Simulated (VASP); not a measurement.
# Li (P1) in VASP: further runs, part 2 of 2

VASP 6.6.1. The steps go on from the part before.

## 4. Single point, PBE

This run uses another cell than the first one, of 25.91 Å³/atom.

Input file INCAR:

```
SYSTEM = Li
PREC = Accurate
ENCUT = 520
EDIFF = 1E-6
ISMEAR = -1
SIGMA = 0.16
LREAL = Auto
LASPH = .True.
NELM = 80
ALGO = Normal
ISIF = 2
LWAVE = .False.
LCHARG = .True.
GGA = PE
LELF = .True.
LVHAR = .True.
NBANDS = 38
```

Input file KPOINTS:

```
regular mesh
0
Gamma
  2 2 2
  0 0 0
```

Input file POSCAR:

```
Li
1.0
    7.3105600000      0.0000000000      0.0000000000
    0.0000000000      8.3301430000      0.0000000000
    0.0000000000      0.0000000000      6.8065900000
Li
16
Direct
    0.0510631197      0.0065064909     -0.3418892573
    0.5609283010     -0.0917031076     -0.2361534924
    0.1236020223      0.4684193297     -0.2572213105
   -0.1036445908      0.0307677791      0.2669912541
    0.3452129522      0.1779681333      0.1207800088
    0.4186409796      0.5235804475      0.0765728507
    0.5210407958      0.0399272858      0.4084277149
    0.7640454356      0.3237879590      0.0496430665
    0.0133368716      0.4026581536      0.2037290332
    0.2461644525      0.8043079212      0.4810338216
    0.4044833775      0.2324449892      0.7339357887
    0.4627142107      0.4917802732      0.6150069271
    0.7119974393      0.7412357747      0.3854940580
    0.8179263969      0.2912795134      0.5204515036
    0.1629697315      0.8004784552      1.0133855572
    0.7523226675      0.6974430091      0.9479342813
```

Potentials or basis: VASP PAW PBE potentials, release 64 (Li_sv).

On the command line:

```console
cat potpaw_PBE.64/Li_sv/POTCAR > POTCAR
mpirun -np 1 vasp_std > vasp.out
```

OUTCAR:

```text
SYSTEM = Li
   PREC = Accurate
   ENCUT = 520
   EDIFF = 1E-6
   ISMEAR = -1
   LREAL = Auto
   LASPH = .True.
   NELM = 80
   ISIF = 2
   GGA = PE

 ion  position               nearest neighbor table
   1  0.051  0.007  0.658-  10 2.51
   2  0.561  0.908  0.764-  16 2.57
   3  0.124  0.468  0.743-
   4  0.896  0.031  0.267-
   5  0.345  0.178  0.121-
   6  0.419  0.524  0.077-
   7  0.521  0.040  0.408-
   8  0.764  0.324  0.050-   9 2.20
   9  0.013  0.403  0.204-   8 2.20
  10  0.246  0.804  0.481-   1 2.51
  11  0.404  0.232  0.734-  12 2.35
  12  0.463  0.492  0.615-  11 2.35
  13  0.712  0.741  0.385-
  14  0.818  0.291  0.520-
  15  0.163  0.800  0.013-
  16  0.752  0.697  0.948-   2 2.57

  LATTYP: Found a simple orthorhombic cell.
 ALAT       =     6.8065900000
 B/A-ratio  =     1.0740414804
 C/A-ratio  =     1.2238349893

  Lattice vectors:

 A1 = (   0.0000000000,   0.0000000000,   6.8065900000)
 A2 = (   7.3105600000,   0.0000000000,   0.0000000000)
 A3 = (   0.0000000000,   8.3301430000,   0.0000000000)

Analysis of symmetry for initial positions (statically):
=====================================================================
 Subroutine PRICEL returns:
 Original cell was already a primitive cell.

 Routine SETGRP: Setting up the symmetry group for a
 simple orthorhombic supercell.

 Subroutine GETGRP returns: Found  1 space group operations
 (whereof  1 operations were pure point group operations)
 out of a pool of  8 trial point group operations.

The static configuration has the point symmetry C_1 .

Analysis of symmetry for dynamics (positions and initial velocities):
=====================================================================
 Subroutine PRICEL returns:
[... 139 lines left out ...]
     AMIX     =   0.40;   BMIX     =  1.00
     AMIX_MAG =   1.60;   BMIX_MAG =  1.00
  volume/ion in A,a.u.               =      25.91       174.83
  Fermi-wavevector in a.u.,A,eV,Ry     =   0.797954  1.507914  8.663238  0.636730
  Thomas-Fermi vector in A             =   1.904771
   LORBIT       =      0    0 simple, 1 ext, 2 COOP (PROOUT), +10 PAW based schemes
   GGA     = PE    functional components
   LHFCALC =     F    Hartree Fock is set to
   AEXX    =    0.0000 exact exchange contribution
   IVDW    =     0    specifies the selected vdW correction
   LEPSILON=     F    determine dielectric tensor
   LRPA    =     F    only Hartree local field effects (RPA)
 non-spin polarized calculation
  energy-cutoff  :      520.00
  volume of cell :      414.51
 maximum number of plane-waves:     11206
   NGX = 27   NGY = 31   NGZ = 25

 number of electron      47.9999984 magnetization

 Free energy of the ion-electron system (eV)
  ---------------------------------------------------
  ext. energy  EPLUGINS =         0.00000000
  ---------------------------------------------------
  free energy    TOTEN  =       -27.09922661 eV

  energy without entropy =      -26.32373094  energy(sigma->0) =      -26.71147877

 E-fermi :  -0.0896     XC(G=0):  -6.4312

 val. band max:       -0.1153913597   @ k =   0.5000   0.0000   0.5000
 cond. band min:      -0.0814523740   @ k =   0.5000   0.5000   0.0000
 fundamental gap:      0.0339389856
 Fermi energy:        -0.0895815078

 k-point     1 :       0.0000    0.0000    0.0000
  band No.  band energies     occupation
      1     -47.2983      2.00000
      2     -47.2803      2.00000
      3     -47.2637      2.00000
      4     -47.2527      2.00000
      5     -47.2488      2.00000
      6     -47.1781      2.00000
[... 301 lines left out ...]
     35       2.7731      0.00000
     36       2.9271      0.00000
 [bands above 36 left out]

------------------------ aborting loop because EDIFF is reached ----------------------------------------

  FORCE on cell =-STRESS in cart. coord.  units (eV):
  Direction    XX          YY          ZZ          XY          YZ          ZX
  --------------------------------------------------------------------------------------
  -------------------------------------------------------------------------------------
  Total       -1.4411714     -2.1378842     -3.7280150     -1.0845839     -1.8953487      0.3647670
  in kB       -5.5704914     -8.2634627    -14.4097201     -4.1921908     -7.3260016      1.4099167
  external PRESSURE =      -9.4145581 kB  Pullay stress =       0.0000000 kB

 VOLUME and BASIS-vectors are now :
 -----------------------------------------------------------------------------
  energy-cutoff  :      520.00
  volume of cell :      414.51
      direct lattice vectors                 reciprocal lattice vectors
     7.310560000  0.000000000  0.000000000     0.136788427  0.000000000  0.000000000
     0.000000000  8.330143000  0.000000000     0.000000000  0.120045958  0.000000000
     0.000000000  0.000000000  6.806590000     0.000000000  0.000000000  0.146916444

 POSITION                                       TOTAL-FORCE (eV/Angst)
 -----------------------------------------------------------------------------------
      0.37330      0.05420      4.47949        -0.272434      0.424465      0.385285
      4.10070      7.56624      5.19919        -0.191303      0.202787      0.224136
      0.90360      3.90200      5.05579        -0.507362      0.125026      0.218914
      6.55286      0.25630      1.81730         0.202195     -0.048380     -0.369589
      2.52370      1.48250      0.82210        -0.365213     -0.045691      0.043299
      3.06050      4.36150      0.52120         0.037708      0.032489      0.110008
[... 8 lines left out ...]
      1.19140      6.66810      0.09111         0.128236      0.031014     -0.002405
      5.49990      5.80980      6.45220         0.394706     -0.352852     -0.016465
 -----------------------------------------------------------------------------------
    total drift:                               -0.002887     -0.001338     -0.002433

  FREE ENERGIE OF THE ION-ELECTRON SYSTEM (eV)
  ---------------------------------------------------
  free  energy   TOTEN  =       -27.0992266084 eV

  energy  without entropy=      -26.3237309359  energy(sigma->0) =      -26.71147877
```

Run time: 3 min. Hardware: 1 thread of Intel Xeon Platinum 8488C (Sapphire Rapids), shared host; peak memory 0.41 GiB.

What came out:

```yaml
Free_energy: -27.0992 eV
Largest_force: 1.366 eV/Å
Band_gap_on_the_k_mesh: zero (bands 24 and 25 overlap by 0.47 eV)
```

Forces in eV/Å, atoms in the order of the input:
```
Li  -0.272  0.424  0.385
Li  -0.191  0.203  0.224
Li  -0.507  0.125  0.219
Li   0.202 -0.048 -0.370
Li  -0.365 -0.046  0.043
Li   0.038  0.032  0.110
Li   0.109  0.119 -0.155
Li  -1.035 -0.426 -0.725
Li   1.137  0.618  0.437
Li   0.155 -0.496 -0.254
Li  -0.150 -0.641  0.076
Li   0.542  0.748 -0.373
Li   0.176 -0.337  0.119
Li  -0.361  0.046  0.283
Li   0.128  0.031 -0.002
Li   0.395 -0.353 -0.016
```

Caveat: the k points lie up to 0.46 Å⁻¹ apart; the cutoff is under 1.25 times the usual one of these potentials, so pressure, stress and relaxed cells hold a basis-set (Pulay) error; the atoms stand as in a frame of molecular dynamics; forces of over 1 eV/Å act on the atoms, so gaps and moduli don't describe the material at rest.

## 5. Single point, PBE

This run uses another cell than the first one, of 27.89 Å³/atom.

Input file INCAR:

```
SYSTEM = Li
PREC     = Accurate       ! precision mode
ENCUT    = 520            ! plane-wave cutoff, eV
EDIFF    = 1E-6           ! SCF threshold, eV
ISMEAR   = -1             ! smearing method
SIGMA    = 0.16           ! smearing width, eV
LREAL    = Auto         
LASPH    = .True.         ! aspherical terms in the spheres
NELM     = 80             ! most SCF steps
ALGO     = Normal         ! electronic algorithm
ISIF     = 2              ! what is computed and relaxed
LWAVE    = .False.        ! write WAVECAR
LCHARG   = .False.        ! write CHGCAR
GGA      = PE             ! functional
NBANDS   = 38             ! bands
```

Input file KPOINTS:

```
Automatic mesh
0
Gamma
  2 2 2
  0 0 0
```

Input file POSCAR:

```
Li
1.0
    7.4623250000      0.0000000000      0.0000000000
    0.0000000000      8.5867680000      0.0000000000
    0.0000000000      0.0000000000      6.9629390000
Li
16
Direct
   -0.0717202748      0.0677321199     -0.4580680658
    0.5617016144     -0.0392464313     -0.1743947491
   -0.0197793583      0.4916401608     -0.0305761691
   -0.1547104957      0.0109587216      0.1274174598
    0.3417969601      0.3611836258      0.1956214179
    0.5111543654      0.6143755136      0.2165895752
    0.5064507375     -0.0306518122      0.3251931404
    0.6636671547      0.2727685201     -0.0189287885
    0.1577390425      0.4611630360      0.5581838359
    0.2677851742      0.7858602911      0.4704766191
    0.3192704687      0.1816748746      0.6683241085
    0.4506638347      0.5977336292      0.8260592259
    0.8009568064      0.6837031116      0.5269039410
    0.5920406844      0.3468126774      0.4990565047
    0.2514229814      0.9379198320      1.0384982548
    0.7314476386      0.7334540773      1.0024789819
```

On the command line:

```console
cat potpaw_PBE.64/Li_sv/POTCAR > POTCAR
mpirun -np 1 vasp_std > vasp.out
```

Wall time 2.8 min (1 thread of Intel Xeon Platinum 8488C (Sapphire Rapids), shared host); peak memory 0.41 GiB.

The run converged. Its results:

| Quantity | Value |
| --- | --- |
| Free energy | -27.0855 eV |
| Largest force | 0.764 eV/Å |
| Band gap on the k mesh | zero (bands 24 and 25 overlap by 0.34 eV) |

Forces on the atoms (eV/Å):
```
Li  -0.044  0.005  0.222
Li   0.112  0.008 -0.403
Li   0.197 -0.031  0.039
Li   0.282  0.113  0.109
Li  -0.433 -0.592 -0.215
Li  -0.125  0.209  0.479
Li   0.471  0.377  0.052
Li  -0.158  0.248 -0.123
Li  -0.147  0.028 -0.104
Li  -0.337 -0.075  0.271
Li  -0.136 -0.135  0.143
Li  -0.230 -0.184 -0.359
Li  -0.078  0.148  0.013
Li   0.405  0.046  0.062
Li  -0.263 -0.192 -0.103
Li   0.484  0.027 -0.084
```

Levels at points of the mesh, in eV from the Fermi level:
```tsv
k point	band 22	band 23	band 24	band 25	band 26	band 27
(0.00, 0.00, 0.00)	-0.64	-0.51	0.14	0.48	0.73	0.76
(0.50, 0.00, 0.00)	-0.57	-0.46	-0.19	-0.04	0.56	0.75
(0.00, 0.50, 0.00)	-0.39	-0.29	-0.20	-0.15	0.02	0.23
(0.50, 0.50, 0.00)	-0.07	0.13	0.16	0.33	0.39	0.54
(0.00, 0.00, 0.50)	-0.76	-0.30	-0.29	-0.18	-0.15	0.86
(0.50, 0.00, 0.50)	-0.54	-0.53	-0.44	-0.04	0.05	0.09
(0.00, 0.50, 0.50)	-0.06	0.03	0.06	0.21	0.28	0.33
(0.50, 0.50, 0.50)	-1.24	-1.17	-1.09	0.74	1.13	1.31
```

Caveat: the k points lie up to 0.45 Å⁻¹ apart; the cutoff is under 1.25 times the usual one of these potentials, so pressure, stress and relaxed cells hold a basis-set (Pulay) error; the atoms stand as in a frame of molecular dynamics.

## 6. The runs side by side

| cell | gap on the mesh (eV) | largest force (eV/Å) |
| --- | --- | --- |
| a = 7.313 Å, 16 atoms, atomic positions A | none | 1.80 |
| a = 7.255, b = 7.761, c = 7.242 Å, 16 atoms, atomic positions B | none | 1.04 |
| a = 7.311, b = 8.330, c = 6.807 Å, 16 atoms, atomic positions C | none | 1.37 |
| a = 7.462, b = 8.587, c = 6.963 Å, 16 atoms, atomic positions D | none | 0.76 |

Alike in all rows: task single point; level PBE; potentials or basis VASP PAW PBE potentials, release 64 (Li_sv); no spin polarisation; k mesh 2 × 2 × 2; cutoff (eV) 520; smearing fermi-dirac 0.16 eV.

Caveats: all runs use coarse meshes; the cutoff is under 1.25 times the usual one of these potentials, so pressure, stress and relaxed cells hold a basis-set (Pulay) error; forces of over 1 eV/Å act on the atoms, so gaps and moduli don't describe the material at rest (at least some runs); the atoms stand as in a frame of molecular dynamics (at least some runs).

Total energies depend on the potentials used, so only differences within one code and one set of settings carry meaning.
